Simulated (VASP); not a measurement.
Write the native input for VASP 6.6.1 that does the following.

| Item | Value |
| --- | --- |
| Task | relaxation of cell and atoms |
| Functional | PBE |
| Potentials or basis | VASP PAW PBE potentials, release 64 (Ta_pv, Be, P) |
| Cutoff | 600 eV |
| k mesh | 4 × 4 × 4 |
| Occupations | gaussian, width 0.1 eV |
| Spin | no spin polarisation |
| Dipole correction | no |
| Further INCAR settings | ALGO = Normal; EDIFF = 1e-06; IBRION = 2; EDIFFG = -0.04; NSW = 90; ISIF = 3 |

The structure of Ta2BeP4 lies in POSCAR:

```
Ta2BeP4
1.0
    4.1215834400      0.0000000000      0.0000000000
    0.0000000000      4.1215834400      0.0000000000
    0.0000000000      0.0000000000      5.8287992000
Ta Be P
2 1 4
Direct
    0.5000000000      0.5000000000      0.0000000000
    0.0000000000      0.0000000000      0.5000000000
    0.0000000000      0.0000000000      0.0000000000
    0.5000000000      0.0000000000      0.2500000000
    0.0000000000      0.5000000000      0.2500000000
    0.5000000000      0.0000000000      0.7500000000
    0.0000000000      0.5000000000      0.7500000000
```

One way to write it, as run:

INCAR

```
PREC = Accurate
ENCUT = 600
EDIFF = 1E-6
ISMEAR = 0
SIGMA = 0.1
LREAL = F
LASPH = T
NELM = 80
ALGO = Normal
ISIF = 3
LWAVE = F
LCHARG = F
GGA = PE
IBRION = 2
NSW = 90
EDIFFG = -0.04
```

KPOINTS

```
regular mesh
0
Gamma
  4 4 4
```

Potentials or basis: VASP PAW PBE potentials, release 64 (Ta_pv, Be, P).

Run with:

```bash
$ cat potpaw_PBE.64/Ta_pv/POTCAR potpaw_PBE.64/Be/POTCAR potpaw_PBE.64/P/POTCAR > POTCAR
$ mpirun -np 1 vasp_std > vasp.out
```

It gave:

```
Relaxed volume                         : 14.59 Å³/atom
Relaxed cell                           : a = 3.707 Å, b = 3.707 Å, c = 7.430 Å, α = 90.00°, β = 90.00°, γ = 90.00°
Space group after relaxing (to 0.05 Å) : P4/mmm (No. 123)
Energy gained by relaxing              : 285.2 meV/atom
Ionic steps                            : 34
Pressure after relaxing                : 0.1 GPa
Largest force after relaxing           : 0.018 eV/Å
Band gap on the k mesh                 : zero (band 22 reaches 9.75 eV, above the bottom of band 23 at 7.72 eV)
```

Caveat: the k points lie up to 0.42 Å⁻¹ apart in the final cell; spin-orbit coupling is left out, which moves the levels of the heavy elements.

Wall time 16 min on 1 thread of Intel Xeon 6975P-C, on a shared host, peak memory 0.28 GiB.
